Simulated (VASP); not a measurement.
# LiCd16Se16 (a cell with a defect) in VASP: notebook

LiCd16Se16 (a cell with a defect) is run at these levels: PBE; tasks: single point.

Everything below comes from runs of VASP 6.6.1. Logs are shortened: lines on timing, memory, paths and dates and some standing lists are left out, and cuts for length are marked.

## Step 1: The cell of the first run

The cell holds a defect, 33 atoms: a = 8.680 Å, b = 8.680 Å, c = 14.156 Å, α = 90.00°, β = 90.00°, γ = 120.00°.

## Step 2: Single point, PBE

Contents of INCAR:

```
SYSTEM = LiCd16Se16
PREC = Accurate
ENCUT = 520
EDIFF = 1E-6
ISMEAR = -1
SIGMA = 0.01
LREAL = Auto
LASPH = .True.
NELM = 80
ALGO = Normal
ISIF = 2
LWAVE = .False.
LCHARG = .False.
GGA = PE
NBANDS = 168
NELECT = 290.0
```

Contents of KPOINTS:

```
Automatic mesh
0
Gamma
  1 1 1
  0.25 0.25 0.25
```

Contents of POSCAR:

```
LiCd16Se16
1.0
    8.6804733300      0.0000000000      0.0000000000
   -4.3402366600      7.5175104200      0.0000000000
    0.0000000000      0.0000000000     14.1556764200
Cd Se Li
16 16 1
Direct
    0.3388067917      0.1637701754      0.2509178576
    0.1618307423      0.3330844735      0.4981340199
    0.3362253877      0.1628117464      0.7496422414
    0.1759850995      0.3666728539      1.0042663860
    0.3370378689      0.6629355626      0.2560700663
    0.1624266332      0.8382409399      0.4983309727
    0.3378086054      0.6621605720      0.7278523960
    0.1771335941      0.8232694941      1.0043590697
    0.8367705003      0.1641772250      0.2508053939
    0.6634368891      0.3369561010      0.5006876951
    0.8344336433      0.1651875329      0.7497017935
    0.6607179974      0.3393280298      1.0038589170
    0.8368451124      0.6622363950      0.2510590730
    0.6675878216      0.8388974072      0.4980349784
    0.8373152032      0.6637680191      0.7496704986
    0.6336536137      0.8237155194      1.0046391693
    0.3332019213      0.1694936128      0.4384494118
    0.1703092065      0.3329066220      0.1894658313
    0.3250014146      0.1651069211      0.9412967353
    0.1640978323      0.3242431156      0.6876332654
    0.3322076140      0.6686917236      0.4430542076
    0.1701331335      0.8306819214      0.1904496769
    0.3309164515      0.6697882302      0.9221364358
    0.1670711292      0.8333309367      0.6878473844
    0.8310468841      0.1700919491      0.4383458491
    0.6695676827      0.3317455994      0.1894910508
    0.8332076335      0.1668645509      0.9418027514
    0.6677176658      0.3325890967      0.6911774973
    0.8313535187      0.6675845752      0.4385671031
    0.6677131317      0.8307118515      0.1897628852
    0.8357314957      0.6756534699      0.9414506665
    0.6760028308      0.8359252796      0.6875832501
   -0.0055705048      0.0060352427     -0.0144906534
```

Potentials or basis: VASP PAW PBE potentials, release 64 (Cd, Se, Li_sv).

Command:

```bash
$ cat potpaw_PBE.64/Cd/POTCAR potpaw_PBE.64/Se/POTCAR potpaw_PBE.64/Li_sv/POTCAR > POTCAR
$ mpirun -np 1 vasp_std > vasp.out
```

OUTCAR:

```text
SYSTEM = LiCd16Se16
   PREC = Accurate
   ENCUT = 520
   EDIFF = 1E-6
   ISMEAR = -1
   LREAL = Auto
   LASPH = .True.
   NELM = 80
   ISIF = 2
   GGA = PE
   NELECT = 290.0

 ion  position               nearest neighbor table
   1  0.339  0.164  0.251-  26 2.63  22 2.65  17 2.66  18 2.68
   2  0.162  0.333  0.498-  25 2.63  21 2.64  17 2.66  20 2.68
   3  0.336  0.163  0.750-  28 2.63  24 2.63  20 2.66  19 2.72
   4  0.176  0.367  0.004-  23 2.56  18 2.64  33 2.72  27 2.74  19 2.79
   5  0.337  0.663  0.256-  21 2.65  18 2.65  30 2.66  22 2.68
   6  0.162  0.838  0.498-  29 2.63  17 2.63  21 2.67  24 2.68
   7  0.338  0.662  0.728-  20 2.60  32 2.61  24 2.63  23 2.75
   8  0.177  0.823  0.004-  23 2.59  22 2.64  31 2.72  19 2.73  33 2.76
   9  0.837  0.164  0.251-  30 2.65  18 2.65  25 2.66  26 2.66
  10  0.663  0.337  0.501-  17 2.63  29 2.64  25 2.66  28 2.70
  11  0.834  0.165  0.750-  32 2.63  20 2.63  28 2.64  27 2.72
  12  0.661  0.339  0.004-  26 2.63  19 2.68  31 2.68  27 2.74
  13  0.837  0.662  0.251-  26 2.63  22 2.65  29 2.66  30 2.68
  14  0.668  0.839  0.498-  25 2.63  21 2.64  29 2.66  32 2.68
  15  0.837  0.664  0.750-  28 2.62  24 2.63  32 2.66  31 2.72
  16  0.634  0.824  0.005-  23 2.56  30 2.63  33 2.73  27 2.74  31 2.79
  17  0.333  0.169  0.438-   6 2.63  10 2.63   1 2.66   2 2.66
  18  0.170  0.333  0.189-   4 2.64   9 2.65   5 2.65   1 2.68
  19  0.325  0.165  0.941-  33 2.56  12 2.68   3 2.72   8 2.73   4 2.79
  20  0.164  0.324  0.688-   7 2.60  11 2.63   3 2.66   2 2.68
  21  0.332  0.669  0.443-  14 2.64   2 2.64   5 2.65   6 2.67
  22  0.170  0.831  0.190-   8 2.64   1 2.65  13 2.65   5 2.68
  23  0.331  0.670  0.922-  16 2.56   4 2.56   8 2.59   7 2.75
  24  0.167  0.833  0.688-   3 2.63  15 2.63   7 2.63   6 2.68
  25  0.831  0.170  0.438-   2 2.63  14 2.63   9 2.66  10 2.66
  26  0.670  0.332  0.189-  12 2.63  13 2.63   1 2.63   9 2.66
  27  0.833  0.167  0.942-  33 2.50  11 2.72   4 2.74  12 2.74  16 2.74
  28  0.668  0.333  0.691-  15 2.62   3 2.63  11 2.64  10 2.70
  29  0.831  0.668  0.439-   6 2.63  10 2.64  13 2.66  14 2.66
  30  0.668  0.831  0.190-  16 2.63   9 2.65   5 2.66  13 2.68
  31  0.836  0.676  0.941-  33 2.56  12 2.68  15 2.72   8 2.72  16 2.79
  32  0.676  0.836  0.688-   7 2.61  11 2.63  15 2.66  14 2.68
  33  0.994  0.006  0.986-  27 2.50  31 2.56  19 2.56   4 2.72  16 2.73   8 2.76

  LATTYP: Found a hexagonal cell.
 ALAT       =     8.6804733300
 C/A-ratio  =     1.6307493707

  Lattice vectors:

 A1 = (   8.6804733300,   0.0000000000,   0.0000000000)
 A2 = (  -4.3402366600,   7.5175104200,   0.0000000000)
 A3 = (   0.0000000000,   0.0000000000,  14.1556764200)

Analysis of symmetry for initial positions (statically):
=====================================================================
 Subroutine PRICEL returns:
 Original cell was already a primitive cell.

 Routine SETGRP: Setting up the symmetry group for a
 hexagonal supercell.

 Subroutine GETGRP returns: Found  1 space group operations
 (whereof  1 operations were pure point group operations)
 out of a pool of 24 trial point group operations.

The static configuration has the point symmetry C_1 .

Analysis of symmetry for dynamics (positions and initial velocities):
=====================================================================
 Subroutine PRICEL returns:
 Original cell was already a primitive cell.

 Routine SETGRP: Setting up the symmetry group for a
 hexagonal supercell.

 Subroutine GETGRP returns: Found  1 space group operations
 (whereof  1 operations were pure point group operations)
 out of a pool of 24 trial point group operations.

The dynamic configuration has the point symmetry C_1 .

 Subroutine INISYM returns: Found  1 space group operations
 (whereof  1 operations are pure point group operations),
 and found     1 'primitive' translations

----------------------------------------------------------------------------------------

                                     Primitive cell

  volume of cell :     923.7364

  direct lattice vectors                    reciprocal lattice vectors
     8.680473330  0.000000000  0.000000000     0.115201091  0.066511381  0.000000000
    -4.340236660  7.517510420  0.000000000     0.000000000  0.133022762  0.000000000
     0.000000000  0.000000000 14.155676420     0.000000000  0.000000000  0.070643039

  length of vectors
     8.680473330  8.680473327 14.155676420     0.133022762  0.133022762  0.070643039

  position of ions in fractional coordinates (direct lattice)
     0.338806792  0.163770175  0.250917858
     0.161830742  0.333084474  0.498134020
     0.336225388  0.162811746  0.749642241
     0.175985099  0.366672854  0.004266386
     0.337037869  0.662935563  0.256070066
     0.162426633  0.838240940  0.498330973
[... 25 lines left out ...]
     0.676002831  0.835925280  0.687583250
     0.994429495  0.006035243  0.985509347

  ion indices of the primitive-cell ions
   primitive index   ion index
                 1           1
                 2           2
                 3           3
                 4           4
                 5           5
                 6           6
[... 25 lines left out ...]
                32          32
                33          33

----------------------------------------------------------------------------------------

 KPOINTS: Automatic mesh

Automatic generation of k-mesh.
 Grid dimensions read from file:
 generate k-points for:    1    1    1

 Generating k-lattice:

  Cartesian coordinates                     Fractional coordinates (reciprocal lattice)
     0.115201091  0.066511381  0.000000000     1.000000000  0.000000000  0.000000000
     0.000000000  0.133022762  0.000000000     0.000000000  1.000000000  0.000000000
     0.000000000  0.000000000  0.070643039     0.000000000  0.000000000  1.000000000

  Length of vectors
     0.133022762  0.133022762  0.070643039

  Shift w.r.t. Gamma in fractional coordinates (k-lattice)
     0.250000000  0.250000000  0.250000000

 Subroutine IBZKPT returns following result:
 ===========================================

 Found      6 irreducible k-points:

 Following reciprocal coordinates:
            Coordinates               Weight
  0.250000  0.250000  0.250000      2.000000
 -0.250000  0.500000  0.250000      2.000000
  0.500000  0.250000  0.250000      2.000000
 -0.250000 -0.250000  0.250000      2.000000
  0.250000  0.500000  0.250000      2.000000
  0.500000 -0.250000  0.250000      2.000000
   k-points           NKPTS =      6   k-points in BZ     NKDIM =      6   number of bands    NBANDS=    168
   number of dos      NEDOS =    301   number of ions     NIONS =     33
   total plane-waves  NPLWV = 529200
   dimension x,y,z NGX =    70 NGY =   70 NGZ =  108
   dimension x,y,z NGXF=   140 NGYF=  140 NGZF=  216
   ions per type =              16  16   1
   NGX,Y,Z   is equivalent  to a cutoff of  13.41, 13.41, 12.68 a.u.
   NGXF,Y,Z  is equivalent  to a cutoff of  26.81, 26.81, 25.37 a.u.
 SYSTEM =  LiCd16Se16
   PREC   = accura    normal or accurate (medium, high low for compatibility)
   ISTART =      0    job   : 0-new  1-cont  2-samecut
   ICHARG =      2    charge: 1-file 2-atom 10-const
   ISPIN  =      1    spin polarized calculation?
   LNONCOLLINEAR =      F non collinear calculations
   LSORBIT =      F    spin-orbit coupling
   LASPH  =      T    aspherical Exc in radial PAW
   ENCUT  =  520.0 eV  38.22 Ry    6.18 a.u.  16.14 16.14 26.32*2*pi/ulx,y,z
   NELM   =     80;   NELMIN=  2; NELMDL= -5     # of ELM steps
   EDIFF  = 0.1E-05   stopping-criterion for ELM
   LREAL  =      T    real-space projection
   EDIFFG = 0.1E-04   stopping-criterion for IOM
   NSW    =      0    number of steps for IOM
   IBRION =     -1    ionic relax: 0-MD 1-quasi-New 2-CG
   NFREE  =      0    steps in history (QN), initial steepest desc. (CG)
   ISIF   =      2    stress and relaxation
   ISYM   =      2    0-nonsym 1-usesym 2-fastsym
   POTIM  = 0.5000    time-step for ionic-motion
   TEBEG  =    0.0;   TEEND  =   0.0 temperature during run
   PSTRESS=    0.0 pullay stress
   NELECT =     290.0000    total number of electrons
   NUPDOWN=      -1.0000    fix difference up-down
   EMIN   =  10.00;   EMAX   =-10.00  energy-range for DOS
   EFERMI =   0.00;   METHOD = LEGACY
   ISMEAR =    -1;   SIGMA  =   0.01  broadening in eV -4-tet -1-fermi 0-gaus
   EFERMI_NEDOS =   21; number of points for ismear=-14 and -15
   IALGO  =     38    algorithm
   IMIX   =      4    mixing-type and parameters
     AMIX     =   0.40;   BMIX     =  1.00
     AMIX_MAG =   1.60;   BMIX_MAG =  1.00
  volume/ion in A,a.u.               =      27.99       188.90
  Fermi-wavevector in a.u.,A,eV,Ry     =   1.112649  2.102602 16.843843  1.237988
  Thomas-Fermi vector in A             =   2.249225
   LORBIT       =      0    0 simple, 1 ext, 2 COOP (PROOUT), +10 PAW based schemes
   GGA     = PE    functional components
   LHFCALC =     F    Hartree Fock is set to
   AEXX    =    0.0000 exact exchange contribution
   IVDW    =     0    specifies the selected vdW correction
   LEPSILON=     F    determine dielectric tensor
   LRPA    =     F    only Hartree local field effects (RPA)
 non-spin polarized calculation
  energy-cutoff  :      520.00
  volume of cell :      923.74
 maximum number of plane-waves:     24890
 NGX is ok and might be reduce to    70
   NGX = 33   NGY = 33   NGZ = 53

 number of electron     290.0000024 magnetization

 Free energy of the ion-electron system (eV)
  ---------------------------------------------------
  ext. energy  EPLUGINS =         0.00000000
  ---------------------------------------------------
  free energy    TOTEN  =       -94.46305687 eV

  energy without entropy =      -94.46305687  energy(sigma->0) =      -94.46305687

 E-fermi :   0.6745     XC(G=0):  -8.8061

 val. band max:        0.3999529899   @ k =   0.2500   0.5000   0.2500
 cond. band min:       3.1569229477   @ k =  -0.2500   0.5000   0.2500
 fundamental gap:      2.7569699578
 Fermi energy:         0.6744841460

 k-point     1 :       0.2500    0.2500    0.2500
  band No.  band energies     occupation
      1     -45.1405      2.00000
      2     -11.7883      2.00000
      3     -11.5535      2.00000
      4     -11.4858      2.00000
      5     -11.4586      2.00000
      6     -11.4094      2.00000
[... 149 lines left out ...]
    156       4.6046      0.00000
    157       4.6593      0.00000
[... 798 lines left out ...]
    156       4.6142      0.00000
    157       4.6550      0.00000
 [bands above 157 left out]

------------------------ aborting loop because EDIFF is reached ----------------------------------------

  FORCE on cell =-STRESS in cart. coord.  units (eV):
  Direction    XX          YY          ZZ          XY          YZ          ZX
  --------------------------------------------------------------------------------------
  -------------------------------------------------------------------------------------
  Total        0.4796145      1.5960391      4.8245061      0.9570625     -0.0127217      0.1892950
  in kB        0.8318688      2.7682546      8.3678786      1.6599797     -0.0220651      0.3283233
  external PRESSURE =       3.9893340 kB  Pullay stress =       0.0000000 kB

 VOLUME and BASIS-vectors are now :
 -----------------------------------------------------------------------------
  energy-cutoff  :      520.00
  volume of cell :      923.74
      direct lattice vectors                 reciprocal lattice vectors
     8.680473330  0.000000000  0.000000000     0.115201091  0.066511381  0.000000000
    -4.340236660  7.517510420  0.000000000     0.000000000  0.133022762  0.000000000
     0.000000000  0.000000000 14.155676420     0.000000000  0.000000000  0.070643039

 POSITION                                       TOTAL-FORCE (eV/Angst)
 -----------------------------------------------------------------------------------
      2.23020      1.23114      3.55191        -0.072394      0.054888     -0.000565
     -0.04090      2.50397      7.05142         0.082743     -0.049958      0.000117
      2.21195      1.22394     10.61169        -0.072591      0.049826      0.005378
     -0.06381      2.75647      0.06039         0.080478     -0.045476      0.007908
      0.04835      4.98362      3.62484        -0.064487      0.046279      0.020704
     -2.22822      6.30149      7.05421         0.068126     -0.033319      0.005810
[... 25 lines left out ...]
      2.23991      6.28408      9.73321         0.058468     -0.057099      0.012628
      8.60592      0.04537     13.95055         0.117193     -0.066384      0.007316
 -----------------------------------------------------------------------------------
    total drift:                               -0.020397      0.013741      0.007341

  FREE ENERGIE OF THE ION-ELECTRON SYSTEM (eV)
  ---------------------------------------------------
  free  energy   TOTEN  =       -94.4630568746 eV

  energy  without entropy=      -94.4630568746  energy(sigma->0) =      -94.46305687
```

Wall time 35 min (1 thread of Intel Xeon Platinum 8259CL at 2.50GHz (Skylake/Cascade Lake), shared host); peak memory 1.3 GiB.

Results:

- Free energy: -94.4631 eV
- Largest force: 0.142 eV/Å

Forces on the atoms (eV/Å):
```
Cd  -0.072  0.055 -0.001
Cd   0.083 -0.050  0.000
Cd  -0.073  0.050  0.005
Cd   0.080 -0.045  0.008
Cd  -0.064  0.046  0.021
Cd   0.068 -0.033  0.006
Cd  -0.068  0.049 -0.012
Cd   0.085 -0.040 -0.003
Cd  -0.065  0.045 -0.010
Cd   0.081 -0.039  0.018
Cd  -0.072  0.050  0.027
Cd   0.111 -0.054 -0.008
Cd  -0.077  0.044 -0.001
Cd   0.092 -0.033  0.001
Cd  -0.072  0.051  0.010
Cd   0.082 -0.038  0.005
Se  -0.061  0.025  0.008
Se   0.041 -0.054  0.012
Se  -0.107  0.054 -0.004
Se   0.073 -0.037  0.014
Se  -0.063  0.028 -0.025
Se   0.051 -0.036 -0.011
Se  -0.055  0.032 -0.041
Se   0.033 -0.030 -0.014
Se  -0.066  0.027 -0.005
Se   0.043 -0.036  0.018
Se  -0.123  0.067 -0.025
Se   0.044 -0.035 -0.017
Se  -0.057  0.033  0.006
Se   0.062 -0.020  0.009
Se  -0.108  0.049 -0.012
Se   0.058 -0.057  0.013
Li   0.117 -0.066  0.007
```

Levels at points of the mesh, in eV from the Fermi level:
| k point | band 143 | band 144 | band 145 | band 146 | band 147 | band 148 |
| --- | --- | --- | --- | --- | --- | --- |
| (0.25, 0.25, 0.25) | -0.58 | -0.29 | -0.28 | 2.49 | 3.01 | 3.09 |

Caveat: the cell carries a net charge on a neutralising background, which shifts energy and pressure; the cell is charged against a uniform background, so pressure and absolute levels hang on convention; the cutoff is under 1.25 times the usual one of these potentials, so pressure, stress and relaxed cells hold a basis-set (Pulay) error.

(Continued in part 2 of 2.)
